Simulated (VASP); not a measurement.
# Cd in VASP: settings compared

The runs below take Cd through single point, with LDA, PBE.

All numbers are computed with VASP 6.6.1; they aren't measurements. Logs are shortened: lines on timing, memory, paths and dates and some standing lists are left out, and cuts for length are marked.

### Step 1. The cell of the first run

It takes space group P6_3/mmc (No. 194, hexagonal). Conventional cell: a = 2.886 Å, b = 2.886 Å, c = 5.443 Å, α = 90.00°, β = 90.00°, γ = 120.00°. Within 3.8 Å of Cd (site symmetry -6m2) lie 12 Cd at 2.89 to 3.19 Å.

### Step 2. Single point, LDA (strained)

INCAR reads:

```
ALGO = Fast ; EDIFF = 1E-6
ENCUT = 520 ; ISIF = 2
ISMEAR = 0 ; LASPH = T
LCHARG = T ; LELF = T
LREAL = F ; LVHAR = T
LWAVE = F ; NBANDS = 19
NELM = 80 ; PREC = Accurate
SIGMA = 0.1
```

KPOINTS reads:

```
k-points
0
Gamma
  18 18 8
```

POSCAR reads:

```
Cd
1.0
    2.8862891505      0.0000000000      0.0000000000
   -1.4431445752      2.4995997270      0.0000000000
    0.0000000000      0.0000000000      5.4430534380
Cd
2
Direct
    0.3333333333      0.6666666667      0.2500000000
    0.6666666667      0.3333333333      0.7500000000
```

Potentials or basis: VASP PAW LDA potentials, release 64 (Cd).

Command:

```
$ cat potpaw_LDA.64/Cd/POTCAR > POTCAR
$ mpirun -np 1 vasp_std > vasp.out
```

OUTCAR:

```text
EDIFF = 1E-6
   ENCUT = 520
   ISIF = 2
   ISMEAR = 0
   LASPH = T
   LREAL = F
   NELM = 80
   PREC = Accurate

 ion  position               nearest neighbor table
   1  0.333  0.667  0.250-   2 3.19   2 3.19   2 3.19   2 3.19   2 3.19   2 3.19
   2  0.667  0.333  0.750-   1 3.19   1 3.19   1 3.19   1 3.19   1 3.19   1 3.19

  LATTYP: Found a hexagonal cell.
 ALAT       =     2.8862891505
 C/A-ratio  =     1.8858309595

  Lattice vectors:

 A1 = (   2.8862891505,   0.0000000000,   0.0000000000)
 A2 = (  -1.4431445752,   2.4995997270,   0.0000000000)
 A3 = (   0.0000000000,   0.0000000000,   5.4430534380)

Analysis of symmetry for initial positions (statically):
=====================================================================
 Subroutine PRICEL returns:
 Original cell was already a primitive cell.

 Routine SETGRP: Setting up the symmetry group for a
 hexagonal supercell.

 Subroutine GETGRP returns: Found 24 space group operations
 (whereof 12 operations were pure point group operations)
 out of a pool of 24 trial point group operations.

The static configuration has the point symmetry D_3d.
 The point group associated with its full space group is D_6h.

Analysis of symmetry for dynamics (positions and initial velocities):
=====================================================================
 Subroutine PRICEL returns:
 Original cell was already a primitive cell.

 Routine SETGRP: Setting up the symmetry group for a
 hexagonal supercell.

 Subroutine GETGRP returns: Found 24 space group operations
 (whereof 12 operations were pure point group operations)
 out of a pool of 24 trial point group operations.

The dynamic configuration has the point symmetry D_3d.
 The point group associated with its full space group is D_6h.

 Subroutine INISYM returns: Found 24 space group operations
 (whereof 12 operations are pure point group operations),
 and found     1 'primitive' translations

----------------------------------------------------------------------------------------

                                     Primitive cell

  volume of cell :      39.2693

  direct lattice vectors                    reciprocal lattice vectors
     2.886289151  0.000000000  0.000000000     0.346465634  0.200032027  0.000000000
    -1.443144575  2.499599727  0.000000000     0.000000000  0.400064054  0.000000000
     0.000000000  0.000000000  5.443053438     0.000000000  0.000000000  0.183720408

  length of vectors
     2.886289151  2.886289150  5.443053438     0.400064054  0.400064054  0.183720408

  position of ions in fractional coordinates (direct lattice)
     0.333333333  0.666666667  0.250000000
     0.666666667  0.333333333  0.750000000

  ion indices of the primitive-cell ions
   primitive index   ion index
                 1           1
                 2           2

----------------------------------------------------------------------------------------

 KPOINTS: k-points

Automatic generation of k-mesh.
 Grid dimensions read from file:
 generate k-points for:   18   18    8

 Generating k-lattice:

  Cartesian coordinates                     Fractional coordinates (reciprocal lattice)
     0.019248091  0.011112890  0.000000000     0.055555556  0.000000000  0.000000000
     0.000000000  0.022225781  0.000000000     0.000000000  0.055555556  0.000000000
     0.000000000  0.000000000  0.022965051     0.000000000  0.000000000  0.125000000

  Length of vectors
     0.022225781  0.022225781  0.022965051

  Shift w.r.t. Gamma in fractional coordinates (k-lattice)
     0.000000000  0.000000000  0.000000000

 Subroutine IBZKPT returns following result:
 ===========================================

 Found    185 irreducible k-points:

 Following reciprocal coordinates:
            Coordinates               Weight
  0.000000  0.000000  0.000000      1.000000
  0.055556 -0.000000  0.000000      6.000000
  0.111111 -0.000000  0.000000      6.000000
  0.166667 -0.000000  0.000000      6.000000
  0.222222 -0.000000  0.000000      6.000000
  0.277778  0.000000  0.000000      6.000000
[... 16 lines left out ...]
  0.333333  0.111111  0.000000     12.000000
  0.388889  0.111111  0.000000     12.000000
 [... further k-points ...]
   k-points           NKPTS =    185   k-points in BZ     NKDIM =    185   number of bands    NBANDS=     19
   number of dos      NEDOS =    301   number of ions     NIONS =      2
   total plane-waves  NPLWV =  23040
   dimension x,y,z NGX =    24 NGY =   24 NGZ =   40
   dimension x,y,z NGXF=    48 NGYF=   48 NGZF=   80
   ions per type =               2
   NGX,Y,Z   is equivalent  to a cutoff of  13.82, 13.82, 12.22 a.u.
   NGXF,Y,Z  is equivalent  to a cutoff of  27.65, 27.65, 24.43 a.u.
 SYSTEM =  unknown system
   PREC   = accura    normal or accurate (medium, high low for compatibility)
   ISTART =      0    job   : 0-new  1-cont  2-samecut
   ICHARG =      2    charge: 1-file 2-atom 10-const
   ISPIN  =      1    spin polarized calculation?
   LNONCOLLINEAR =      F non collinear calculations
   LSORBIT =      F    spin-orbit coupling
   LASPH  =      T    aspherical Exc in radial PAW
   ENCUT  =  520.0 eV  38.22 Ry    6.18 a.u.   5.37  5.37 10.12*2*pi/ulx,y,z
   NELM   =     80;   NELMIN=  2; NELMDL= -5     # of ELM steps
   EDIFF  = 0.1E-05   stopping-criterion for ELM
   LREAL  =      F    real-space projection
   EDIFFG = 0.1E-04   stopping-criterion for IOM
   NSW    =      0    number of steps for IOM
   IBRION =     -1    ionic relax: 0-MD 1-quasi-New 2-CG
   NFREE  =      0    steps in history (QN), initial steepest desc. (CG)
   ISIF   =      2    stress and relaxation
   ISYM   =      2    0-nonsym 1-usesym 2-fastsym
   POTIM  = 0.5000    time-step for ionic-motion
   TEBEG  =    0.0;   TEEND  =   0.0 temperature during run
   PSTRESS=    0.0 pullay stress
   NELECT =      24.0000    total number of electrons
   NUPDOWN=      -1.0000    fix difference up-down
   EMIN   =  10.00;   EMAX   =-10.00  energy-range for DOS
   EFERMI =   0.00;   METHOD = LEGACY
   ISMEAR =     0;   SIGMA  =   0.10  broadening in eV -4-tet -1-fermi 0-gaus
   EFERMI_NEDOS =   21; number of points for ismear=-14 and -15
   IALGO  =     68    algorithm
   IMIX   =      4    mixing-type and parameters
     AMIX     =   0.40;   BMIX     =  1.00
     AMIX_MAG =   1.60;   BMIX_MAG =  1.00
  volume/ion in A,a.u.               =      19.63       132.50
  Fermi-wavevector in a.u.,A,eV,Ry     =   1.389294  2.625386 26.261133  1.930139
  Thomas-Fermi vector in A             =   2.513339
   LORBIT       =      0    0 simple, 1 ext, 2 COOP (PROOUT), +10 PAW based schemes
   GGA     = CA    functional components
   LHFCALC =     F    Hartree Fock is set to
   AEXX    =    0.0000 exact exchange contribution
   IVDW    =     0    specifies the selected vdW correction
   LEPSILON=     F    determine dielectric tensor
   LRPA    =     F    only Hartree local field effects (RPA)
 non-spin polarized calculation
 RMM-DIIS sequential band-by-band and
 Gauss-broadening in eV      SIGMA  =   0.10
  energy-cutoff  :      520.00
  volume of cell :       39.27
 maximum number of plane-waves:      1082
 NGX is ok and might be reduce to    24
   NGX = 11   NGY = 11   NGZ = 21

 number of electron      23.9999985 magnetization

 Free energy of the ion-electron system (eV)
  ---------------------------------------------------
  ext. energy  EPLUGINS =         0.00000000
  ---------------------------------------------------
  free energy    TOTEN  =        -3.03516271 eV

  energy without entropy =       -3.03291817  energy(sigma->0) =       -3.03404044

 E-fermi :   3.5966     XC(G=0): -11.8811

 val. band max:        3.5725607441   @ k =   0.0000   0.0000   0.2500
 cond. band min:       3.6027850741   @ k =   0.3333   0.1111   0.0000
 fundamental gap:      0.0302243301
 Fermi energy:         3.5966223338

 k-point     1 :       0.0000    0.0000    0.0000
  band No.  band energies     occupation
      1      -6.8484      2.00000
      2      -6.5659      2.00000
      3      -6.0495      2.00000
      4      -6.0209      2.00000
      5      -6.0209      2.00000
      6      -5.9563      2.00000
[... 11 lines left out ...]
     18      19.3905      0.00000
     19      19.7903      0.00000

 k-point     2 :       0.0556   -0.0000    0.0000
  band No.  band energies     occupation
      1      -6.8076      2.00000
      2      -6.5067      2.00000
      3      -6.0542      2.00000
      4      -5.9961      2.00000
      5      -5.9860      2.00000
      6      -5.9601      2.00000
[... 11 lines left out ...]
     18      19.3683      0.00000
     19      20.1993      0.00000

 k-point     3 :       0.1111   -0.0000    0.0000
  band No.  band energies     occupation
      1      -6.7015      2.00000
      2      -6.3812      2.00000
      3      -6.0955      2.00000
      4      -6.0079      2.00000
      5      -5.8845      2.00000
      6      -5.8248      2.00000
[... 11 lines left out ...]
     18      19.2330      0.00000
     19      20.1973      0.00000

 k-point     4 :       0.1667   -0.0000    0.0000
  band No.  band energies     occupation
      1      -6.5998      2.00000
      2      -6.2936      2.00000
      3      -6.1623      2.00000
      4      -5.9663      2.00000
      5      -5.7254      2.00000
      6      -5.6717      2.00000
[... 407 lines left out ...]
     18      16.0681      0.00000
     19      16.3720      0.00000

 k-point    23 :       0.3333    0.1111    0.0000
  band No.  band energies     occupation
      1      -6.7547      2.00000
      2      -6.5164      2.00000
      3      -6.4149      2.00000
      4      -5.9094      2.00000
      5      -5.7256      2.00000
      6      -5.6997      2.00000
[... 11 lines left out ...]
     18      15.5496      0.00000
     19      16.0246      0.00000

 k-point    24 :       0.3889    0.1111    0.0000
  band No.  band energies     occupation
      1      -6.8147      2.00000
      2      -6.5745      2.00000
      3      -6.4938      2.00000
      4      -5.9317      2.00000
      5      -5.7563      2.00000
      6      -5.6445      2.00000
[... 11 lines left out ...]
     18      15.2189      0.00000
     19      15.8119      0.00000

 [... further k-points ...]

------------------------ aborting loop because EDIFF is reached ----------------------------------------

  FORCE on cell =-STRESS in cart. coord.  units (eV):
  Direction    XX          YY          ZZ          XY          YZ          ZX
  --------------------------------------------------------------------------------------
  -------------------------------------------------------------------------------------
  Total        0.6391495      0.6391495      0.4640559      0.0000000     -0.0000000      0.0000000
  in kB       26.0771487     26.0771487     18.9333725      0.0000000     -0.0000000      0.0000000
  external PRESSURE =      23.6958900 kB  Pullay stress =       0.0000000 kB

 VOLUME and BASIS-vectors are now :
 -----------------------------------------------------------------------------
  energy-cutoff  :      520.00
  volume of cell :       39.27
      direct lattice vectors                 reciprocal lattice vectors
     2.886289151  0.000000000  0.000000000     0.346465634  0.200032027  0.000000000
    -1.443144575  2.499599727  0.000000000     0.000000000  0.400064054  0.000000000
     0.000000000  0.000000000  5.443053438     0.000000000  0.000000000  0.183720408

 POSITION                                       TOTAL-FORCE (eV/Angst)
 -----------------------------------------------------------------------------------
     -0.00000      1.66640      1.36076        -0.000000      0.000000      0.000000
      1.44314      0.83320      4.08229         0.000000     -0.000000     -0.000000
 -----------------------------------------------------------------------------------
    total drift:                               -0.000000      0.000000      0.000000

  FREE ENERGIE OF THE ION-ELECTRON SYSTEM (eV)
  ---------------------------------------------------
  free  energy   TOTEN  =        -3.0351627082 eV

  energy  without entropy=       -3.0329181680  energy(sigma->0) =       -3.03404044
```

Wall time 1.9 min (1 thread of Intel Xeon 8259CL, shared host); peak memory 0.23 GiB.

What came out:

- Free energy: -3.0352 eV
- Pressure: 2.4 GPa
- Band gap on the k mesh: zero (bands 12 and 13 overlap by 4.62 eV)

Levels at points of the mesh, in eV from the Fermi level:
```
           k point  band 9  band 10  band 11  band 12  band 13  band 14  band 15  band 16
(0.00, 0.00, 0.00)   -8.96    -8.65    -8.65    -3.63    -3.12    10.94    14.81    15.70
(0.50, 0.00, 0.00)   -8.34    -8.31    -2.75    -2.02     2.00     2.96     3.52     5.46
(0.00, 0.00, 0.50)   -8.79    -8.79    -8.06    -8.06     3.84     3.84    15.14    15.14
(0.50, 0.00, 0.50)   -8.32    -8.32    -1.96    -1.96     0.16     0.16     8.37     8.37
```

Caveat: the cell differs from its parent crystal (strained).

[end of part 1 of 3]
